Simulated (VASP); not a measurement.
# H14CO8 in VASP: notebook, part 2 of 2

VASP 6.6.1. The steps go on from the part before.

## Step 4: Single point, PBEsol

The input, INCAR:

```
  PREC = Accurate
  ENCUT = 520
  EDIFF = 1E-6
  ISMEAR = -1
  SIGMA = 0.02
  LREAL = Auto
  LASPH = T
  NELM = 80
  ALGO = Normal
  ISIF = 2
  LWAVE = F
  LCHARG = F
  GGA = PS
  NBANDS = 50
```

The input, KPOINTS:

```
Automatic mesh
0
Gamma
  1 1 1
```

The input, POSCAR:

```
H14CO8
1.0
    6.8105660000      0.0000000000      0.0000000000
    0.0000000000      6.8105660000      0.0000000000
    0.0000000000      0.0000000000      6.8105660000
O H C
8 14 1
Direct
    0.4972861286      0.2115095867      0.3469902501
    0.2393633657      0.7951762012      0.4258676885
    0.2061355840      0.5003402067     -0.0149620457
    0.2099238154      0.1679008764      1.1865093151
    0.8976493290      0.4378931208      0.3630828921
    0.3286070497      1.0100335273      0.7426108197
    0.6645703162      0.9713289615      0.1095210002
    0.9071199075      0.7876878368      0.0883480169
    0.5581768094      0.1972816944      0.4704014321
    0.5941650077      0.0886123121      0.1734217097
    0.2507133768      0.6644381686      0.4704748475
    0.1717918892      0.7900811768      0.3071991373
    0.1780175099      0.4833078484     -0.1453330017
    0.0831648941      0.5736087133      0.0240361814
    0.1745229398      0.2942927210      1.1319617195
    0.3839328479     -0.0681881653      0.8427052906
    0.7891414605      0.4842769309      0.2859086895
    0.8315755254      0.4287308867      0.4807529947
    0.3562552657      1.1626786966      0.3185344654
    0.3204873134      0.9464411622      0.6208147752
    0.0848240807      1.1205676591      0.1354953465
    0.6302559875      0.6791946514      0.1820406703
    0.7338303454      0.8080532514      0.1386375229
```

Potentials or basis: VASP PAW PBE potentials, release 64 (O, H, C).

Command:

```console
$ cat potpaw_PBE.64/O/POTCAR potpaw_PBE.64/H/POTCAR potpaw_PBE.64/C/POTCAR > POTCAR
$ mpirun -np 1 vasp_gam > vasp.out
```

OUTCAR:

```text
PREC = Accurate
   ENCUT = 520
   EDIFF = 1E-6
   ISMEAR = -1
   LREAL = Auto
   LASPH = T
   NELM = 80
   ISIF = 2
   GGA = PS

 ion  position               nearest neighbor table
   1  0.497  0.212  0.347-   9 0.94  19 1.03
   2  0.239  0.795  0.426-  12 0.93  11 0.94
   3  0.206  0.500  0.985-  13 0.92  14 1.01
   4  0.210  0.168  0.187-  15 0.97  21 0.97  19 1.34
   5  0.898  0.438  0.363-  18 0.92  17 0.96
   6  0.329  0.010  0.743-  20 0.94  16 0.94
   7  0.665  0.971  0.110-  10 1.03  23 1.22
   8  0.907  0.788  0.088-  23 1.24
   9  0.558  0.197  0.470-   1 0.94
  10  0.594  0.089  0.173-   7 1.03
  11  0.251  0.664  0.470-   2 0.94
  12  0.172  0.790  0.307-   2 0.93
  13  0.178  0.483  0.855-   3 0.92
  14  0.083  0.574  0.024-   3 1.01
  15  0.175  0.294  0.132-   4 0.97
  16  0.384  0.932  0.843-   6 0.94
  17  0.789  0.484  0.286-   5 0.96
  18  0.832  0.429  0.481-   5 0.92
  19  0.356  0.163  0.319-   1 1.03   4 1.34
  20  0.320  0.946  0.621-   6 0.94
  21  0.085  0.121  0.135-   4 0.97
  22  0.630  0.679  0.182-  23 1.16
  23  0.734  0.808  0.139-  22 1.16   7 1.22   8 1.24
[... 207 lines left out ...]
 Fermi energy:        -3.3304114533

 k-point     1 :       0.0000    0.0000    0.0000
  band No.  band energies     occupation
      1     -25.8724      2.00000
      2     -23.4835      2.00000
      3     -23.3572      2.00000
      4     -23.1998      2.00000
      5     -23.0762      2.00000
      6     -22.6979      2.00000
[... 37 lines left out ...]
     44       5.5328      0.00000
     45       6.0132      0.00000
 [bands above 45 left out]

------------------------ aborting loop because EDIFF is reached ----------------------------------------

  FORCE on cell =-STRESS in cart. coord.  units (eV):
  Direction    XX          YY          ZZ          XY          YZ          ZX
  --------------------------------------------------------------------------------------
  -------------------------------------------------------------------------------------
  Total        4.0540143      8.7089646     12.0985577     -3.7546761     -1.0903339      3.3999921
  in kB       20.5610949     44.1700092     61.3613018    -19.0429156     -5.5299408     17.2440341
  external PRESSURE =      42.0308020 kB  Pullay stress =       0.0000000 kB

 VOLUME and BASIS-vectors are now :
 -----------------------------------------------------------------------------
  energy-cutoff  :      520.00
  volume of cell :      315.90
      direct lattice vectors                 reciprocal lattice vectors
     6.810566000  0.000000000  0.000000000     0.146830675  0.000000000  0.000000000
     0.000000000  6.810566000  0.000000000     0.000000000  0.146830675  0.000000000
     0.000000000  0.000000000  6.810566000     0.000000000  0.000000000  0.146830675

 POSITION                                       TOTAL-FORCE (eV/Angst)
 -----------------------------------------------------------------------------------
      3.38680      1.44050      2.36320         0.816983      0.521430     -2.049024
      1.63020      5.41560      2.90040         1.369845      1.340767      1.633087
      1.40390      3.40760      6.70867        -0.829090      1.141883      3.510170
      1.42970      1.14350      1.27023        -2.150854     -0.910002     -1.059192
      6.11350      2.98230      2.47280         1.487370      0.098855     -2.039205
      2.23800      0.06833      5.05760        -0.327618      2.740562      1.198571
[... 15 lines left out ...]
      4.29240      4.62570      1.23980         0.662089      0.918885     -0.026334
      4.99780      5.50330      0.94420         1.472200     -2.974798     -0.245709
 -----------------------------------------------------------------------------------
    total drift:                                0.007700      0.006846     -0.004230

  FREE ENERGIE OF THE ION-ELECTRON SYSTEM (eV)
  ---------------------------------------------------
  free  energy   TOTEN  =      -116.4682857339 eV

  energy  without entropy=     -116.4682857339  energy(sigma->0) =     -116.46828573
```

Wall time 45 s (1 thread of Intel Xeon Platinum 8259CL at 2.50GHz (Skylake/Cascade Lake), shared host); peak memory 0.37 GiB.

What came out:

| Item | Value |
| --- | --- |
| Free energy | -116.4683 eV |
| Pressure | 4.2 GPa |
| Largest force | 5.258 eV/Å |

Forces on the atoms (eV/Å):
```
O    0.817  0.521 -2.049
O    1.370  1.341  1.633
O   -0.829  1.142  3.510
O   -2.151 -0.910 -1.059
O    1.487  0.099 -2.039
O   -0.328  2.741  1.199
O   -2.509  4.460 -1.208
O    1.072 -1.955  0.412
H    0.133 -0.647  1.554
H   -0.624 -0.299  1.619
H   -0.001 -1.530  0.361
H   -1.436 -0.028 -2.253
H   -0.246 -0.863 -3.687
H    0.678  0.165  0.297
H    1.374  2.200 -0.325
H    0.576 -0.989  0.806
H   -0.341  0.253 -1.046
H   -1.035 -0.505  3.219
H    0.350  0.251  0.703
H   -0.256 -1.513 -1.889
H   -0.236 -1.877  0.514
H    0.662  0.919 -0.026
C    1.472 -2.975 -0.246
```

Caveat: the k points lie up to 0.92 Å⁻¹ apart; the atoms stand as in a frame of molecular dynamics; the PAW data sets were made with another functional, which shifts forces and pressure a little.

## Step 5: Molecular dynamics, PBEsol

The input, INCAR:

```
ALGO = Normal ; EDIFF = 1E-5
ENCUT = 520 ; GGA = PS
IBRION = 0 ; ISIF = 2
ISMEAR = -1 ; ISYM = 0
LASPH = True ; LCHARG = False
LREAL = Auto ; LWAVE = False
MDALGO = 2 ; NELM = 100
NELMIN = 4 ; NSW = 40
POTIM = 0.5 ; PREC = Accurate
RANDOM_SEED = 383568 0 0 ; SIGMA = 0.02
SMASS = 0 ; TEBEG = 1500.0
TEEND = 1500.0
```

The input, KPOINTS:

```
k-points
0
Gamma
  1 1 1
```

The input, POSCAR:

```
H14CO8
1.0
    6.8105660000      0.0000000000      0.0000000000
    0.0000000000      6.8105660000      0.0000000000
    0.0000000000      0.0000000000      6.8105660000
O H C
8 14 1
Direct
    0.6039420500      0.0827559500      0.5179829400
    0.2711645000      0.8369803600      0.3204185100
    0.3011516300      0.5080143400      0.0170812300
    0.1005592700      0.1430278200      1.0039387100
    0.8738676200      0.4618766800      0.5019019700
    0.2180982800      1.0734458200      0.6411760300
    0.6281050100      0.9473483600      0.1790834800
    0.8643009100      0.7668614700      0.0201762700
    0.4664317900      0.1405389900      0.5665400400
    0.5814439900     -0.0044661600      0.3359028100
    0.1530442100      0.8331269200      0.2370333800
    0.3379254300      0.7680342400      0.1975017100
    0.3568311700      0.5242916400     -0.1054349700
    0.1531495400      0.5559696100     -0.0124877400
    0.2100554100      0.2485447600      1.0541633400
    0.1521887700      0.1592929900      0.7348247200
    1.0105563900      0.4407250700      0.4539770800
    0.9080040200      0.4304649600      0.6399404400
    0.5869459400      0.9830278700      0.6319216100
    0.1233806300      0.9612015200      0.5874929700
    0.0146623300      1.1851259100      0.1192874200
    0.9149869200      0.9242238000      0.2949532900
    0.8057679500      0.8644878300      0.1635125700
```

Command:

```console
$ cat potpaw_PBE.64/O/POTCAR potpaw_PBE.64/H/POTCAR potpaw_PBE.64/C/POTCAR > POTCAR
$ mpirun -np 1 vasp_gam > vasp.out
```

It took 13 min on 1 thread of Intel Xeon Platinum 8259CL at 2.50GHz (Skylake/Cascade Lake), shared host; peak memory 0.42 GiB.

The path:
| step | potential energy change (eV) | largest force (eV/Å) | pressure (GPa) | volume (Å³) | temperature (K) |
| --- | --- | --- | --- | --- | --- |
| 1 | 0.0000 | 5.1298 | -4.37 | 315.90 | 1490 |
| 2 | 0.1456 | 5.1252 | -4.81 | 315.90 | 1450 |
| 3 | 0.2594 | 4.5340 | -4.98 | 315.90 | 1412 |
| 4 | 0.3102 | 4.6296 | -4.88 | 315.90 | 1397 |
| 5 | 0.2964 | 5.2577 | -4.54 | 315.90 | 1407 |
| 6 | 0.2359 | 5.5040 | -3.98 | 315.90 | 1435 |
| 7 | 0.1576 | 5.2978 | -3.22 | 315.90 | 1470 |
| 8 | 0.0912 | 4.6945 | -2.31 | 315.90 | 1503 |
| 9 | 0.0457 | 5.9299 | -1.33 | 315.90 | 1528 |
| 10 | -0.0043 | 7.5906 | -0.40 | 315.90 | 1555 |
| 11 | -0.1008 | 8.5851 | 0.36 | 315.90 | 1596 |
| 12 | -0.2483 | 8.2373 | 0.86 | 315.90 | 1651 |
| 13 | -0.3763 | 6.4591 | 1.12 | 315.90 | 1693 |
| 14 | -0.3994 | 7.0640 | 1.17 | 315.90 | 1696 |
| 15 | -0.3428 | 8.8213 | 0.97 | 315.90 | 1668 |
| 16 | -0.3398 | 8.6493 | 0.47 | 315.90 | 1653 |
| 17 | -0.4554 | 6.7286 | -0.33 | 315.90 | 1670 |
| 18 | -0.5899 | 5.2251 | -1.22 | 315.90 | 1689 |
| 19 | -0.6078 | 3.8834 | -1.97 | 315.90 | 1663 |
| 20 | -0.4824 | 4.1865 | -2.46 | 315.90 | 1586 |
| 21 | -0.2883 | 4.2499 | -2.66 | 315.90 | 1485 |
| 22 | -0.1222 | 5.6402 | -2.64 | 315.90 | 1395 |
| 23 | -0.0485 | 6.2480 | -2.44 | 315.90 | 1340 |
| 24 | -0.0790 | 6.0320 | -2.11 | 315.90 | 1325 |
| 25 | -0.1764 | 5.2343 | -1.64 | 315.90 | 1336 |
| 26 | -0.2824 | 5.2475 | -1.05 | 315.90 | 1354 |
| 27 | -0.3573 | 5.3666 | -0.39 | 315.90 | 1365 |
| 28 | -0.4015 | 5.6853 | 0.30 | 315.90 | 1369 |
| 29 | -0.4414 | 6.0146 | 0.89 | 315.90 | 1373 |
| 30 | -0.4937 | 5.9857 | 1.33 | 315.90 | 1384 |
| 31 | -0.5502 | 5.3837 | 1.57 | 315.90 | 1399 |
| 32 | -0.6013 | 6.9995 | 1.62 | 315.90 | 1414 |
| 33 | -0.6511 | 7.5974 | 1.48 | 315.90 | 1430 |
| 34 | -0.6768 | 6.5886 | 1.21 | 315.90 | 1438 |
| 35 | -0.6046 | 4.3662 | 0.92 | 315.90 | 1413 |
| 36 | -0.3902 | 4.8470 | 0.69 | 315.90 | 1343 |
| 37 | -0.1055 | 6.6123 | 0.48 | 315.90 | 1253 |
| 38 | 0.0950 | 7.2417 | 0.19 | 315.90 | 1196 |
| 39 | 0.1090 | 6.7811 | -0.27 | 315.90 | 1206 |
| 40 | -0.0348 | 5.4447 | -0.83 | 315.90 | 1277 |

Caveat: the k points lie up to 0.92 Å⁻¹ apart; the PAW data sets were made with another functional, which shifts forces and pressure a little.

## Step 6: Overview

| task | cell | pressure (GPa) | largest force (eV/Å) |
| --- | --- | --- | --- |
| single point | as given, atomic positions A | 0.3 | 3.79 |
| single point | as given, atomic positions B | -1.3 | 5.85 |
| single point | as given, atomic positions C | 4.2 | 5.26 |
| molecular dynamics | as given, atomic positions D | - | - |

Alike in all rows: level PBEsol; potentials or basis VASP PAW PBE potentials, release 64 (O, H, C); no spin polarisation; k mesh 1 × 1 × 1; cutoff (eV) 520; smearing fermi-dirac 0.02 eV.

Caveats: all runs use coarse meshes; the PAW data sets were made with another functional, which shifts forces and pressure a little; the atoms stand as in a frame of molecular dynamics (at least some runs).

Total energies depend on the potentials used, so only differences within one code and one set of settings carry meaning.
